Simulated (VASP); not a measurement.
# Fe (P6_3/mmc) in VASP: further runs, part 2 of 2

VASP 6.6.1.

### Step 3. Electric field gradients, PBEsol (equal xx and yy strain of +2 %)

Input file INCAR:

```
SYSTEM = Fe
PREC     = Accurate       ! precision mode
ENCUT    = 520            ! plane-wave cutoff, eV
EDIFF    = 1E-8           ! SCF threshold, eV
ISMEAR   = -1             ! smearing method
SIGMA    = 0.08           ! smearing width, eV
LREAL    = .FALSE.        ! projectors in reciprocal space
LASPH    = .TRUE.         ! aspherical terms in the spheres
NELM     = 60             ! most SCF steps
ALGO     = Normal         ! electronic algorithm
ISIF     = 2              ! what is computed and relaxed
LWAVE    = .FALSE.        ! write WAVECAR
LCHARG   = .FALSE.        ! write CHGCAR
GGA      = PS             ! functional
LEFG     = .TRUE.       
NBANDS   = 15             ! bands
```

Input file KPOINTS:

```
regular mesh
0
G
  17 17 10
  0 0 0
```

Input file POSCAR:

```
Fe
1.0
    2.4828407370      0.0000000000      0.0000000000
   -1.2414203685      2.1502031518      0.0000000000
    0.0000000000      0.0000000000      3.8419344700
Fe
2
Direct
    0.3333333333      0.6666666667      0.2500000000
    0.6666666667      0.3333333333      0.7500000000
```

Potentials or basis: VASP PAW PBE potentials, release 64 (Fe).

Run with:

```
cat potpaw_PBE.64/Fe/POTCAR > POTCAR
mpirun -np 1 vasp_std > vasp.out
```

OUTCAR:

```text
SYSTEM = Fe
   PREC = Accurate
   ENCUT = 520
   EDIFF = 1E-8
   ISMEAR = -1
   LREAL = .FALSE.
   LASPH = .TRUE.
   NELM = 60
   ISIF = 2
   GGA = PS

 ion  position               nearest neighbor table
   1  0.333  0.667  0.250-   2 2.40   2 2.40   2 2.40   2 2.40   2 2.40   2 2.40
   2  0.667  0.333  0.750-   1 2.40   1 2.40   1 2.40   1 2.40   1 2.40   1 2.40

  LATTYP: Found a hexagonal cell.
 ALAT       =     2.4828407370
 C/A-ratio  =     1.5473946487

  Lattice vectors:

 A1 = (   2.4828407370,   0.0000000000,   0.0000000000)
 A2 = (  -1.2414203685,   2.1502031518,   0.0000000000)
 A3 = (   0.0000000000,   0.0000000000,   3.8419344700)

Analysis of symmetry for initial positions (statically):
=====================================================================
 Subroutine PRICEL returns:
 Original cell was already a primitive cell.

 Routine SETGRP: Setting up the symmetry group for a
 hexagonal supercell.
[... 622 lines left out ...]
  volume of cell :       20.51
      direct lattice vectors                 reciprocal lattice vectors
     2.482840737  0.000000000  0.000000000     0.402764456  0.232536167  0.000000000
    -1.241420369  2.150203152  0.000000000     0.000000000  0.465072335  0.000000000
     0.000000000  0.000000000  3.841934470     0.000000000  0.000000000  0.260285543

 POSITION                                       TOTAL-FORCE (eV/Angst)
 -----------------------------------------------------------------------------------
     -0.00000      1.43347      0.96048         0.000000      0.000000      0.000000
      1.24142      0.71673      2.88145        -0.000000     -0.000000      0.000000
 -----------------------------------------------------------------------------------
    total drift:                                0.000000     -0.000000     -0.000000

  FREE ENERGIE OF THE ION-ELECTRON SYSTEM (eV)
  ---------------------------------------------------
  free  energy   TOTEN  =       -17.8506614166 eV

  energy  without entropy=      -17.7949378178  energy(sigma->0) =      -17.82279962

 Electric field gradients (V/A^2)
---------------------------------------------------------------------
 ion       V_xx      V_yy      V_zz      V_xy      V_xz      V_yz
---------------------------------------------------------------------
   1       6.131     6.129   -12.260    -0.001     0.000     0.000
   2       6.131     6.129   -12.260    -0.001     0.000     0.000
---------------------------------------------------------------------

 Electric field gradients after diagonalization (V/A^2)
 (convention: |V_zz| > |V_xx| > |V_yy|)
----------------------------------------------------------------------
 ion       V_xx      V_yy      V_zz     asymmetry (V_yy - V_xx)/ V_zz
----------------------------------------------------------------------
   1       6.131     6.129   -12.260       0.000
   2       6.131     6.129   -12.260       0.000
----------------------------------------------------------------------

           NMR quadrupolar parameters

 Cq : quadrupolar parameter    Cq=e*Q*V_zz/h
 eta: asymmetry parameters     (V_yy - V_xx)/ V_zz
 Q  : nuclear electric quadrupole moment in mb (millibarn)
----------------------------------------------------------------------
 ion       Cq(MHz)       eta       Q (mb)
----------------------------------------------------------------------
   1      -0.030       0.000       1.000
   2      -0.030       0.000       1.000
----------------------------------------------------------------------
```

OSZICAR:

```text
N       E                     dE             d eps       ncg     rms          rms(c)
DAV:   1     0.752624683075E+02    0.75262E+02   -0.71990E+03  6020   0.142E+03
DAV:   2    -0.194250374596E+02   -0.94688E+02   -0.84445E+02  5940   0.243E+02
DAV:   3    -0.214224343177E+02   -0.19974E+01   -0.19234E+01  7326   0.517E+01
DAV:   4    -0.214344194646E+02   -0.11985E-01   -0.11984E-01  6941   0.341E+00
DAV:   5    -0.214345718845E+02   -0.15242E-03   -0.15242E-03  7375   0.381E-01    0.183E+01
DAV:   6    -0.181146890100E+02    0.33199E+01   -0.14427E+01  6570   0.808E+01    0.288E+00
DAV:   7    -0.178915668881E+02    0.22312E+00   -0.10774E+00  6815   0.206E+01    0.989E-01
DAV:   8    -0.178653426389E+02    0.26224E-01   -0.58299E-03  8937   0.121E+00    0.518E-01
DAV:   9    -0.178506657245E+02    0.14677E-01   -0.26449E-03  9017   0.638E-01    0.758E-02
DAV:  10    -0.178506870535E+02   -0.21329E-04   -0.25377E-04  7545   0.292E-01    0.447E-02
DAV:  11    -0.178506608289E+02    0.26225E-04   -0.19231E-05  7733   0.955E-02    0.236E-03
DAV:  12    -0.178506612161E+02   -0.38715E-06   -0.10396E-06  6759   0.134E-02    0.139E-03
DAV:  13    -0.178506612501E+02   -0.34065E-07   -0.15733E-08  6420   0.156E-03    0.532E-04
DAV:  14    -0.178506614222E+02   -0.17206E-06   -0.90937E-10  3642   0.372E-04    0.497E-05
DAV:  15    -0.178506614166E+02    0.55570E-08   -0.17785E-10  3369   0.191E-04
   1 F= -.17850661E+02 E0= -.17822800E+02  d E =-.557236E-01
```

It took 46 s on 1 thread of Intel Xeon 6975P-C, shared host; peak memory 0.17 GiB.

What came out:

```
Free energy            : -17.8507 eV
Pressure               : -12.7 GPa
Band gap on the k mesh : zero (band 8 reaches 7.44 eV, above the bottom of band 9 at 5.68 eV)
```

Stress tensor (GPa, compression positive):
```
-15.50   0.00   0.00
  0.00 -15.50   0.00
  0.00   0.00  -7.04
```

Levels at points of the mesh, in eV from the Fermi level:
```tsv
k point	band 6	band 7	band 8	band 9	band 10	band 11
(0.00, 0.00, 0.00)	-1.16	-1.16	-0.94	-0.94	0.71	0.71
(0.00, 0.00, 0.50)	-1.82	-1.82	-1.82	0.33	0.33	0.33
```

Electric field gradients, principal values (V/Å²):
| atom | least | middle | greatest (by size) |
| --- | --- | --- | --- |
| 1 Fe | 6.129 | 6.131 | -12.260 |
| 2 Fe | 6.129 | 6.131 | -12.260 |

Caveat: the cell differs from its parent crystal (equal xx and yy strain of +2 %); without QUAD_EFG the Cq values of the log hold for a quadrupole moment of 1 mb, not for the nuclei; the PAW data sets were made with another functional, which shifts forces and pressure a little; the run has no spin polarisation, though such a crystal can be magnetic. Spin polarisation is off, so any magnetic state and its effect on volume and gap are missing.

### Step 4. Electric field gradients, PBEsol (volume scaled by 1.06)

Input file INCAR:

```
ALGO = Normal
EDIFF = 1E-8
ENCUT = 520
GGA = PS
ISIF = 2
ISMEAR = -1
LASPH = T
LCHARG = F
LEFG = T
LREAL = F
LWAVE = F
NBANDS = 15
NELM = 100
PREC = Accurate
SIGMA = 0.08
```

Input file KPOINTS:

```
k-points
0
Gamma
  17 17 10
```

Input file POSCAR:

```
Fe
1.0
    2.4818982858      0.0000000000      0.0000000000
   -1.2409491429      2.1493869651      0.0000000000
    0.0000000000      0.0000000000      3.9172856485
Fe
2
Direct
    0.3333333333      0.6666666667      0.2500000000
    0.6666666667      0.3333333333      0.7500000000
```

Potentials or basis: VASP PAW PBE potentials, release 64 (Fe).

Run with:

```
cat potpaw_PBE.64/Fe/POTCAR > POTCAR
mpirun -np 1 vasp_std > vasp.out
```

OUTCAR:

```text
EDIFF = 1E-8
   ENCUT = 520
   GGA = PS
   ISIF = 2
   ISMEAR = -1
   LASPH = T
   LREAL = F
   NELM = 100
   PREC = Accurate

 ion  position               nearest neighbor table
   1  0.333  0.667  0.250-   2 2.43   2 2.43   2 2.43   2 2.43   2 2.43   2 2.43
   2  0.667  0.333  0.750-   1 2.43   1 2.43   1 2.43   1 2.43   1 2.43   1 2.43

  LATTYP: Found a hexagonal cell.
 ALAT       =     2.4818982858
 C/A-ratio  =     1.5783425416

  Lattice vectors:

 A1 = (   2.4818982858,   0.0000000000,   0.0000000000)
 A2 = (  -1.2409491429,   2.1493869651,   0.0000000000)
 A3 = (   0.0000000000,   0.0000000000,   3.9172856485)

Analysis of symmetry for initial positions (statically):
=====================================================================
 Subroutine PRICEL returns:
 Original cell was already a primitive cell.

 Routine SETGRP: Setting up the symmetry group for a
[... 622 lines left out ...]
  energy-cutoff  :      520.00
  volume of cell :       20.90
      direct lattice vectors                 reciprocal lattice vectors
     2.481898286  0.000000000  0.000000000     0.402917398  0.232624468  0.000000000
    -1.240949143  2.149386965  0.000000000     0.000000000  0.465248937  0.000000000
     0.000000000  0.000000000  3.917285649     0.000000000  0.000000000  0.255278805

 POSITION                                       TOTAL-FORCE (eV/Angst)
 -----------------------------------------------------------------------------------
     -0.00000      1.43292      0.97932         0.000000      0.000000      0.000000
      1.24095      0.71646      2.93796        -0.000000      0.000000      0.000000
 -----------------------------------------------------------------------------------
    total drift:                               -0.000000      0.000000     -0.000000

  FREE ENERGIE OF THE ION-ELECTRON SYSTEM (eV)
  ---------------------------------------------------
  free  energy   TOTEN  =       -17.8210579342 eV

  energy  without entropy=      -17.7631480047  energy(sigma->0) =      -17.79210297

 Electric field gradients (V/A^2)
---------------------------------------------------------------------
 ion       V_xx      V_yy      V_zz      V_xy      V_xz      V_yz
---------------------------------------------------------------------
   1       3.652     3.650    -7.302    -0.001     0.000    -0.000
   2       3.652     3.650    -7.302    -0.001    -0.000     0.000
---------------------------------------------------------------------

 Electric field gradients after diagonalization (V/A^2)
 (convention: |V_zz| > |V_xx| > |V_yy|)
----------------------------------------------------------------------
 ion       V_xx      V_yy      V_zz     asymmetry (V_yy - V_xx)/ V_zz
----------------------------------------------------------------------
   1       3.652     3.650    -7.302       0.000
   2       3.652     3.650    -7.302       0.000
----------------------------------------------------------------------

           NMR quadrupolar parameters

 Cq : quadrupolar parameter    Cq=e*Q*V_zz/h
 eta: asymmetry parameters     (V_yy - V_xx)/ V_zz
 Q  : nuclear electric quadrupole moment in mb (millibarn)
----------------------------------------------------------------------
 ion       Cq(MHz)       eta       Q (mb)
----------------------------------------------------------------------
   1      -0.018       0.000       1.000
   2      -0.018       0.000       1.000
----------------------------------------------------------------------
```

It took 42 s on 1 thread of Intel Xeon 6975P-C, shared host; peak memory 0.17 GiB.

Results:

```yaml
Free_energy: -17.8211 eV
Pressure: -17.6 GPa
Band_gap_on_the_k_mesh: zero (band 8 reaches 7.26 eV, above the bottom of band 9 at 5.51 eV)
```

Levels at points of the mesh, in eV from the Fermi level:
```tsv
k point	band 6	band 7	band 8	band 9	band 10	band 11
(0.00, 0.00, 0.00)	-1.15	-1.15	-0.82	-0.82	0.52	0.69
(0.00, 0.00, 0.50)	-1.71	-1.71	-1.71	0.31	0.31	0.31
```

Electric field gradients, principal values (V/Å²):
```csv
atom,least,middle,greatest (by size)
1 Fe,3.650,3.652,-7.302
2 Fe,3.650,3.652,-7.302
```

Caveat: without QUAD_EFG the Cq values of the log hold for a quadrupole moment of 1 mb, not for the nuclei; the PAW data sets were made with another functional, which shifts forces and pressure a little; the run has no spin polarisation, though such a crystal can be magnetic. Spin polarisation is off, so any magnetic state and its effect on volume and gap are missing.

### Step 5. Electric field gradients, PBEsol (equal xx and yy strain of +3 %)

Input file INCAR:

```
PREC = Accurate
ENCUT = 520
EDIFF = 1E-8
ISMEAR = -1
SIGMA = 0.08
LREAL = False
LASPH = True
NELM = 100
ALGO = Normal
ISIF = 2
LWAVE = False
LCHARG = False
GGA = PS
LEFG = True
NBANDS = 15
```

Input file KPOINTS:

```
Automatic mesh
0
Gamma
  17 17 10
```

Input file POSCAR:

```
Fe
1.0
    2.5071823129      0.0000000000      0.0000000000
   -1.2535911564      2.1712835749      0.0000000000
    0.0000000000      0.0000000000      3.8419344700
Fe
2
Direct
    0.3333333333      0.6666666667      0.2500000000
    0.6666666667      0.3333333333      0.7500000000
```

Potentials or basis: VASP PAW PBE potentials, release 64 (Fe).

Run with:

```
cat potpaw_PBE.64/Fe/POTCAR > POTCAR
mpirun -np 1 vasp_std > vasp.out
```

OUTCAR:

```text
PREC = Accurate
   ENCUT = 520
   EDIFF = 1E-8
   ISMEAR = -1
   LREAL = False
   LASPH = True
   NELM = 100
   ISIF = 2
   GGA = PS

 ion  position               nearest neighbor table
   1  0.333  0.667  0.250-   2 2.41   2 2.41   2 2.41   2 2.41   2 2.41   2 2.41
   2  0.667  0.333  0.750-   1 2.41   1 2.41   1 2.41   1 2.41   1 2.41   1 2.41

  LATTYP: Found a hexagonal cell.
 ALAT       =     2.5071823129
 C/A-ratio  =     1.5323713997

  Lattice vectors:

 A1 = (   2.5071823129,   0.0000000000,   0.0000000000)
[... 647 lines left out ...]
  ---------------------------------------------------
  free  energy   TOTEN  =       -17.8042914832 eV

  energy  without entropy=      -17.7471338251  energy(sigma->0) =      -17.77571265

 Electric field gradients (V/A^2)
---------------------------------------------------------------------
 ion       V_xx      V_yy      V_zz      V_xy      V_xz      V_yz
---------------------------------------------------------------------
   1       6.951     6.954   -13.905     0.002     0.000    -0.000
   2       6.951     6.954   -13.905     0.002    -0.000     0.000
---------------------------------------------------------------------

 Electric field gradients after diagonalization (V/A^2)
 (convention: |V_zz| > |V_xx| > |V_yy|)
----------------------------------------------------------------------
 ion       V_xx      V_yy      V_zz     asymmetry (V_yy - V_xx)/ V_zz
----------------------------------------------------------------------
   1       6.955     6.950   -13.905       0.000
   2       6.955     6.950   -13.905       0.000
----------------------------------------------------------------------

           NMR quadrupolar parameters

 Cq : quadrupolar parameter    Cq=e*Q*V_zz/h
 eta: asymmetry parameters     (V_yy - V_xx)/ V_zz
 Q  : nuclear electric quadrupole moment in mb (millibarn)
----------------------------------------------------------------------
 ion       Cq(MHz)       eta       Q (mb)
----------------------------------------------------------------------
   1      -0.034       0.000       1.000
   2      -0.034       0.000       1.000
----------------------------------------------------------------------
```

It took 50 s on 1 thread of Intel Xeon 6975P-C, shared host; peak memory 0.17 GiB.

What came out:

```
Free energy            : -17.8043 eV
Pressure               : -17.3 GPa
Band gap on the k mesh : zero (band 8 reaches 7.19 eV, above the bottom of band 9 at 5.45 eV)
```

Stress tensor (GPa, compression positive):
```
-21.13   0.00   0.00
  0.00 -21.13   0.00
  0.00   0.00  -9.66
```

Electric field gradients, principal values (V/Å²):
| atom | least | middle | greatest (by size) |
| --- | --- | --- | --- |
| 1 Fe | 6.950 | 6.955 | -13.905 |
| 2 Fe | 6.950 | 6.955 | -13.905 |

Caveat: the cell differs from its parent crystal (equal xx and yy strain of +3 %); without QUAD_EFG the Cq values of the log hold for a quadrupole moment of 1 mb, not for the nuclei; the PAW data sets were made with another functional, which shifts forces and pressure a little; the run has no spin polarisation, though such a crystal can be magnetic. Spin polarisation is off, so any magnetic state and its effect on volume and gap are missing.

### Step 6. Overview

| cell | gap on the mesh (eV) | pressure (GPa) |
| --- | --- | --- |
| a = 2.450, b = 2.450, c = 3.867 Å, angles 90.0, 90.0, 120.0°, 2 atoms | none | -7.6 |
| a = 2.483, b = 2.483, c = 3.842 Å, angles 90.0, 90.0, 120.0°, 2 atoms | none | -12.7 |
| a = 2.482, b = 2.482, c = 3.917 Å, angles 90.0, 90.0, 120.0°, 2 atoms | none | -17.6 |
| a = 2.507, b = 2.507, c = 3.842 Å, angles 90.0, 90.0, 120.0°, 2 atoms | none | -17.3 |

Alike in all rows: task electric field gradients; level PBEsol; potentials or basis VASP PAW PBE potentials, release 64 (Fe); no spin polarisation; k mesh 17 × 17 × 10; cutoff (eV) 520; smearing fermi-dirac 0.08 eV.

Caveats: the PAW data sets were made with another functional, which shifts forces and pressure a little; the run has no spin polarisation, though such a crystal can be magnetic.

Total energies depend on the potentials used, so only differences within one code and one set of settings carry meaning.
